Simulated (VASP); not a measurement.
# Li2Cl3 (P-3m1) in VASP: single point with PBE

Aim: the single point of Li2Cl3 with PBE.

Program: VASP 6.6.1. These are calculated values, not measurements. Logs are shortened: lines on timing, memory, paths and dates and some standing lists are left out, and cuts for length are marked.

### 1 The cell of the first run

It takes space group P-3m1 (No. 164, trigonal). The conventional cell has a = 3.806 Å, b = 3.806 Å, c = 7.935 Å, α = 90.00°, β = 90.00°, γ = 120.00°. Within 3.2 Å of Li (site symmetry 3m) lie 6 Cl at 2.42 to 2.73 Å. Within 3.6 Å of Cl (site symmetry -3m) lie 6 Li at 2.73 Å and 6 Cl at 3.42 Å. Within 3.2 Å of Cl (site symmetry 3m) lie 3 Li at 2.42 Å.

### 2 Single point, PBE

Input file INCAR:

```
ALGO = Normal
EDIFF = 1E-7
ENCUT = 520
GGA = PE
ISIF = 2
ISMEAR = 0
LASPH = T
LCHARG = F
LREAL = F
LWAVE = F
NBANDS = 22
NELM = 80
PREC = Accurate
SIGMA = 0.1
```

Input file KPOINTS:

```
k-points
0
Gamma
  12 12 6
```

Input file POSCAR:

```
Li2Cl3
1.0
    3.8064545736      0.0000000000      0.0000000000
   -1.9032272868      3.2964863591      0.0000000000
    0.0000000000      0.0000000000      7.9352067617
Li Cl
2 3
Direct
    0.3333333333      0.6666666667      0.2043749430
    0.6666666667      0.3333333333      0.7956250570
    0.0000000000      0.0000000000      0.0000000000
    0.3333333333      0.6666666667      0.6693096464
    0.6666666667      0.3333333333      0.3306903536
```

Potentials or basis: VASP PAW PBE potentials, release 64 (Li_sv, Cl).

On the command line:

```
$ cat potpaw_PBE.64/Li_sv/POTCAR potpaw_PBE.64/Cl/POTCAR > POTCAR
$ mpirun -np 1 vasp_std > vasp.out
```

OUTCAR:

```text
EDIFF = 1E-7
   ENCUT = 520
   GGA = PE
   ISIF = 2
   ISMEAR = 0
   LASPH = T
   LREAL = F
   NELM = 80
   PREC = Accurate

 ion  position               nearest neighbor table
   1  0.333  0.667  0.204-   5 2.42   5 2.42   5 2.42
   2  0.667  0.333  0.796-   4 2.42   4 2.42   4 2.42
   3  0.000  0.000  0.000-
   4  0.333  0.667  0.669-   2 2.42   2 2.42   2 2.42
   5  0.667  0.333  0.331-   1 2.42   1 2.42   1 2.42

  LATTYP: Found a hexagonal cell.
 ALAT       =     3.8064545736
 C/A-ratio  =     2.0846713413

  Lattice vectors:

 A1 = (   3.8064545736,   0.0000000000,   0.0000000000)
 A2 = (  -1.9032272868,   3.2964863591,   0.0000000000)
 A3 = (   0.0000000000,   0.0000000000,   7.9352067617)

Analysis of symmetry for initial positions (statically):
=====================================================================
 Subroutine PRICEL returns:
 Original cell was already a primitive cell.

 Routine SETGRP: Setting up the symmetry group for a
 hexagonal supercell.

 Subroutine GETGRP returns: Found 12 space group operations
 (whereof 12 operations were pure point group operations)
 out of a pool of 24 trial point group operations.

The static configuration has the point symmetry D_3d.

Analysis of symmetry for dynamics (positions and initial velocities):
=====================================================================
 Subroutine PRICEL returns:
 Original cell was already a primitive cell.

 Routine SETGRP: Setting up the symmetry group for a
 hexagonal supercell.

 Subroutine GETGRP returns: Found 12 space group operations
 (whereof 12 operations were pure point group operations)
 out of a pool of 24 trial point group operations.

The dynamic configuration has the point symmetry D_3d.

 Subroutine INISYM returns: Found 12 space group operations
 (whereof 12 operations are pure point group operations),
 and found     1 'primitive' translations

----------------------------------------------------------------------------------------

                                     Primitive cell

  volume of cell :      99.5704

  direct lattice vectors                    reciprocal lattice vectors
     3.806454574  0.000000000  0.000000000     0.262711660  0.151676648  0.000000000
    -1.903227287  3.296486359  0.000000000     0.000000000  0.303353295  0.000000000
     0.000000000  0.000000000  7.935206762     0.000000000  0.000000000  0.126020661

  length of vectors
     3.806454574  3.806454574  7.935206762     0.303353295  0.303353295  0.126020661

  position of ions in fractional coordinates (direct lattice)
     0.333333333  0.666666667  0.204374943
     0.666666667  0.333333333  0.795625057
     0.000000000  0.000000000  0.000000000
     0.333333333  0.666666667  0.669309646
     0.666666667  0.333333333  0.330690354

  ion indices of the primitive-cell ions
   primitive index   ion index
                 1           1
                 2           2
                 3           3
                 4           4
                 5           5

----------------------------------------------------------------------------------------

 KPOINTS: k-points

Automatic generation of k-mesh.
 Grid dimensions read from file:
 generate k-points for:   12   12    6

 Generating k-lattice:

  Cartesian coordinates                     Fractional coordinates (reciprocal lattice)
     0.021892638  0.012639721  0.000000000     0.083333333  0.000000000  0.000000000
     0.000000000  0.025279441  0.000000000     0.000000000  0.083333333  0.000000000
     0.000000000  0.000000000  0.021003443     0.000000000  0.000000000  0.166666667

  Length of vectors
     0.025279441  0.025279441  0.021003443

  Shift w.r.t. Gamma in fractional coordinates (k-lattice)
     0.000000000  0.000000000  0.000000000

 Subroutine IBZKPT returns following result:
 ===========================================

 Found    100 irreducible k-points:

 Following reciprocal coordinates:
            Coordinates               Weight
  0.000000  0.000000  0.000000      1.000000
  0.083333  0.000000  0.000000      6.000000
  0.166667  0.000000  0.000000      6.000000
  0.250000  0.000000  0.000000      6.000000
  0.333333 -0.000000  0.000000      6.000000
  0.416667 -0.000000  0.000000      6.000000
[... 16 lines left out ...]
  0.166667  0.000000  0.166667      6.000000
  0.000000  0.166667  0.166667      6.000000
 [... further k-points ...]
   k-points           NKPTS =    100   k-points in BZ     NKDIM =    100   number of bands    NBANDS=     22
   number of dos      NEDOS =    301   number of ions     NIONS =      5
   total plane-waves  NPLWV =  47040
   dimension x,y,z NGX =    28 NGY =   28 NGZ =   60
   dimension x,y,z NGXF=    56 NGYF=   56 NGZF=  120
   ions per type =               2   3
   NGX,Y,Z   is equivalent  to a cutoff of  12.23, 12.23, 12.57 a.u.
   NGXF,Y,Z  is equivalent  to a cutoff of  24.46, 24.46, 25.14 a.u.
 SYSTEM =  unknown system
   PREC   = accura    normal or accurate (medium, high low for compatibility)
   ISTART =      0    job   : 0-new  1-cont  2-samecut
   ICHARG =      2    charge: 1-file 2-atom 10-const
   ISPIN  =      1    spin polarized calculation?
   LNONCOLLINEAR =      F non collinear calculations
   LSORBIT =      F    spin-orbit coupling
   LASPH  =      T    aspherical Exc in radial PAW
   ENCUT  =  520.0 eV  38.22 Ry    6.18 a.u.   7.08  7.08 14.75*2*pi/ulx,y,z
   NELM   =     80;   NELMIN=  2; NELMDL= -5     # of ELM steps
   EDIFF  = 0.1E-06   stopping-criterion for ELM
   LREAL  =      F    real-space projection
   EDIFFG = 0.1E-05   stopping-criterion for IOM
   NSW    =      0    number of steps for IOM
   IBRION =     -1    ionic relax: 0-MD 1-quasi-New 2-CG
   NFREE  =      0    steps in history (QN), initial steepest desc. (CG)
   ISIF   =      2    stress and relaxation
   ISYM   =      2    0-nonsym 1-usesym 2-fastsym
   POTIM  = 0.5000    time-step for ionic-motion
   TEBEG  =    0.0;   TEEND  =   0.0 temperature during run
   PSTRESS=    0.0 pullay stress
   NELECT =      27.0000    total number of electrons
   NUPDOWN=      -1.0000    fix difference up-down
   EMIN   =  10.00;   EMAX   =-10.00  energy-range for DOS
   EFERMI =   0.00;   METHOD = LEGACY
   ISMEAR =     0;   SIGMA  =   0.10  broadening in eV -4-tet -1-fermi 0-gaus
   EFERMI_NEDOS =   21; number of points for ismear=-14 and -15
   IALGO  =     38    algorithm
   IMIX   =      4    mixing-type and parameters
     AMIX     =   0.40;   BMIX     =  1.00
     AMIX_MAG =   1.60;   BMIX_MAG =  1.00
  volume/ion in A,a.u.               =      19.91       134.39
  Fermi-wavevector in a.u.,A,eV,Ry     =   1.059626  2.002403 15.276726  1.122808
  Thomas-Fermi vector in A             =   2.194978
   LORBIT       =      0    0 simple, 1 ext, 2 COOP (PROOUT), +10 PAW based schemes
   GGA     = PE    functional components
   LHFCALC =     F    Hartree Fock is set to
   AEXX    =    0.0000 exact exchange contribution
   IVDW    =     0    specifies the selected vdW correction
   LEPSILON=     F    determine dielectric tensor
   LRPA    =     F    only Hartree local field effects (RPA)
 non-spin polarized calculation
 Gauss-broadening in eV      SIGMA  =   0.10
  energy-cutoff  :      520.00
  volume of cell :       99.57
 maximum number of plane-waves:      2704
   NGX = 15   NGY = 15   NGZ = 29

 number of electron      27.0000010 magnetization

 Free energy of the ion-electron system (eV)
  ---------------------------------------------------
  ext. energy  EPLUGINS =         0.00000000
  ---------------------------------------------------
  free energy    TOTEN  =       -15.51122649 eV

  energy without entropy =      -15.48337090  energy(sigma->0) =      -15.49729869

 E-fermi :  -0.2558     XC(G=0):  -8.3477

 val. band max:       -0.2582223880   @ k =   0.0000   0.0000   0.3333
 cond. band min:      -0.2553812780   @ k =   0.1667   0.0833   0.5000
 fundamental gap:      0.0028411099
 Fermi energy:        -0.2558025115

 k-point     1 :       0.0000    0.0000    0.0000
  band No.  band energies     occupation
      1     -43.6576      2.00000
      2     -43.6571      2.00000
      3     -13.7721      2.00000
      4     -13.1114      2.00000
      5     -13.0385      2.00000
      6      -2.4403      2.00000
[... 14 lines left out ...]
     21      10.2712      0.00000
     22      11.3736      0.00000

 k-point     2 :       0.0833    0.0000    0.0000
  band No.  band energies     occupation
      1     -43.6575      2.00000
      2     -43.6570      2.00000
      3     -13.7473      2.00000
      4     -13.1003      2.00000
      5     -13.0284      2.00000
      6      -2.4371      2.00000
[... 14 lines left out ...]
     21      10.4208      0.00000
     22      11.1768      0.00000

 k-point     3 :       0.1667    0.0000    0.0000
  band No.  band energies     occupation
      1     -43.6572      2.00000
      2     -43.6568      2.00000
      3     -13.6765      2.00000
      4     -13.0713      2.00000
      5     -13.0011      2.00000
      6      -2.4455      2.00000
[... 14 lines left out ...]
     21      10.7903      0.00000
     22      10.8106      0.00000

 k-point     4 :       0.2500    0.0000    0.0000
  band No.  band energies     occupation
      1     -43.6570      2.00000
      2     -43.6566      2.00000
      3     -13.5704      2.00000
      4     -13.0383      2.00000
      5     -12.9629      2.00000
      6      -2.5187      2.00000
[... 14 lines left out ...]
     21      10.5774      0.00000
     22      10.8856      0.00000

 k-point     5 :       0.3333   -0.0000    0.0000
  band No.  band energies     occupation
      1     -43.6566      2.00000
      2     -43.6563      2.00000
      3     -13.4478      2.00000
      4     -13.0217      2.00000
      5     -12.9207      2.00000
      6      -2.7083      2.00000
[... 14 lines left out ...]
     21      10.6804      0.00000
     22      11.2187      0.00000

 k-point     6 :       0.4167   -0.0000    0.0000
  band No.  band energies     occupation
      1     -43.6564      2.00000
      2     -43.6562      2.00000
      3     -13.3374      2.00000
      4     -13.0307      2.00000
      5     -12.8865      2.00000
      6      -2.8874      2.00000
[... 14 lines left out ...]
     21      10.9083      0.00000
     22      11.5085      0.00000

 k-point     7 :       0.5000    0.0000    0.0000
  band No.  band energies     occupation
      1     -43.6563      2.00000
      2     -43.6561      2.00000
      3     -13.2872      2.00000
      4     -13.0438      2.00000
      5     -12.8734      2.00000
      6      -2.9524      2.00000
[... 324 lines left out ...]
      6      -2.6296      2.00000
[... 14 lines left out ...]
     21      10.4190      0.00000
     22      11.4592      0.00000

 k-point    21 :       0.0833    0.0000    0.1667
  band No.  band energies     occupation
      1     -43.6575      2.00000
      2     -43.6570      2.00000
      3     -13.7306      2.00000
      4     -13.2022      2.00000
      5     -12.9420      2.00000
      6      -2.6065      2.00000
[... 14 lines left out ...]
     21      10.6541      0.00000
     22      11.2756      0.00000

 k-point    22 :       0.0000    0.0833    0.1667
  band No.  band energies     occupation
      1     -43.6575      2.00000
      2     -43.6570      2.00000
      3     -13.7303      2.00000
      4     -13.2036      2.00000
      5     -12.9409      2.00000
      6      -2.6138      2.00000
[... 14 lines left out ...]
     21      10.4282      0.00000
     22      11.1657      0.00000

 k-point    23 :       0.1667    0.0000    0.1667
  band No.  band energies     occupation
      1     -43.6572      2.00000
      2     -43.6568      2.00000
      3     -13.6623      2.00000
      4     -13.1580      2.00000
      5     -12.9278      2.00000
      6      -2.5364      2.00000
[... 14 lines left out ...]
     21      10.7685      0.00000
     22      10.8984      0.00000

 k-point    24 :       0.0000    0.1667    0.1667
  band No.  band energies     occupation
      1     -43.6572      2.00000
      2     -43.6568      2.00000
      3     -13.6598      2.00000
      4     -13.1686      2.00000
      5     -12.9194      2.00000
      6      -2.5950      2.00000
[... 14 lines left out ...]
     21      10.6844      0.00000
     22      10.6984      0.00000

 [... further k-points ...]

------------------------ aborting loop because EDIFF is reached ----------------------------------------

  FORCE on cell =-STRESS in cart. coord.  units (eV):
  Direction    XX          YY          ZZ          XY          YZ          ZX
  --------------------------------------------------------------------------------------
  -------------------------------------------------------------------------------------
  Total       -0.0483916     -0.0483916     -0.0489422      0.0000000      0.0000000      0.0000000
  in kB       -0.7786647     -0.7786647     -0.7875243      0.0000000      0.0000000      0.0000000
  external PRESSURE =      -0.7816179 kB  Pullay stress =       0.0000000 kB

 VOLUME and BASIS-vectors are now :
 -----------------------------------------------------------------------------
  energy-cutoff  :      520.00
  volume of cell :       99.57
      direct lattice vectors                 reciprocal lattice vectors
     3.806454574  0.000000000  0.000000000     0.262711660  0.151676648  0.000000000
    -1.903227287  3.296486359  0.000000000     0.000000000  0.303353295  0.000000000
     0.000000000  0.000000000  7.935206762     0.000000000  0.000000000  0.126020661

 POSITION                                       TOTAL-FORCE (eV/Angst)
 -----------------------------------------------------------------------------------
     -0.00000      2.19766      1.62176        -0.000000     -0.000000      0.006302
      1.90323      1.09883      6.31345         0.000000      0.000000     -0.006302
      0.00000      0.00000      0.00000         0.000000      0.000000      0.000000
     -0.00000      2.19766      5.31111         0.000000      0.000000      0.002589
      1.90323      1.09883      2.62410        -0.000000      0.000000     -0.002589
 -----------------------------------------------------------------------------------
    total drift:                                0.000000     -0.000000      0.000000

  FREE ENERGIE OF THE ION-ELECTRON SYSTEM (eV)
  ---------------------------------------------------
  free  energy   TOTEN  =       -15.5112264870 eV

  energy  without entropy=      -15.4833708956  energy(sigma->0) =      -15.49729869
```

Wall time 3.5 min (1 thread of Intel Xeon Platinum 8259CL at 2.50GHz (Skylake/Cascade Lake), shared host); peak memory 0.3 GiB.

Results:

| Quantity | Value |
| --- | --- |
| Free energy | -15.5112 eV |
| Largest force | 0.006 eV/Å |

Forces in eV/Å, atoms in the order of the input:
```
Li   0.000  0.000  0.006
Li   0.000  0.000 -0.006
Cl   0.000  0.000  0.000
Cl   0.000  0.000  0.003
Cl   0.000  0.000 -0.003
```

Caveat: the cutoff is under 1.25 times the usual one of these potentials, so pressure, stress and relaxed cells hold a basis-set (Pulay) error; an odd number of electrons without spin polarisation forces a metal; a magnetic or distorted state may lie lower.
